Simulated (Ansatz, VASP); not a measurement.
**Ti in VASP and in Ansatz**

File INCAR:

```
  ALGO = Normal
  EDIFF = 1E-6
  EDIFFG = -0.005
  ENCUT = 600
  GGA = PS
  IBRION = 2
  ISIF = 3
  ISMEAR = -1
  LASPH = True
  LCHARG = False
  LREAL = False
  LWAVE = False
  NELM = 80
  NSW = 80
  PREC = Accurate
  SIGMA = 0.05
```

KPOINTS

```
k-points
0
Gamma
  10 10 6
```

The input POSCAR:

```
Ti
1.0
    2.9500000000      0.0000000000      0.0000000000
   -1.4750000000      2.5547749412      0.0000000000
    0.0000000000      0.0000000000      4.6800000000
Ti
2
Direct
    0.6666666667      0.3333333333      0.7500000000
    0.3333333333      0.6666666667      0.2500000000
```

Contents of input.yaml:

```yaml
crystal:
  lattice:
    - [2.95, 0.0, 0.0]
    - [-1.475, 2.5547749412, 0.0]
    - [0.0, 0.0, 4.68]
  atoms:
    - { symbol: Ti, position: [0.6666666667, 0.3333333333, 0.75] }
    - { symbol: Ti, position: [0.3333333333, 0.6666666667, 0.25] }
kpoints:
  mp_grid: { grid: [10, 10, 6] }
scf:
  occupations: { method: fermi_dirac, width: 0.05 }
hamiltonian:
  xc: pbesol
  pseudopotentials: { kind: all_electron, lapw: { basis_error: 0.001 } }
output:
  forces: true
  stress: true
relax:
  f_tol: 0.005
  max_steps: 60
  cell: {}
```

Alike in both runs: task relaxation of cell and atoms; functional PBEsol; k mesh 10 × 10 × 6; occupations fermi-dirac, width 0.05 eV; no spin polarisation.

|  | VASP | Ansatz |
| --- | --- | --- |
| version | VASP 6.6.1 | Ansatz 0.2.0 |
| potentials or method | VASP PAW PBE potentials, release 64 (Ti_sv), cutoff 600 eV | all-electron LAPW, scalar-relativistic |

Ansatz gave:

```
relaxed volume (Å³/atom)                                     : 16.73
relaxed cell length with the largest relative difference (Å) : 4.579
```

Q: What did VASP give for the same quantities?

A: Relaxed volume (Å³/atom): 16.68; relaxed cell length with the largest relative difference (Å): 4.575.

VASP's potentials were made for PBE, not for PBEsol. Ansatz ran all-electron here, and VASP with PAW potentials.
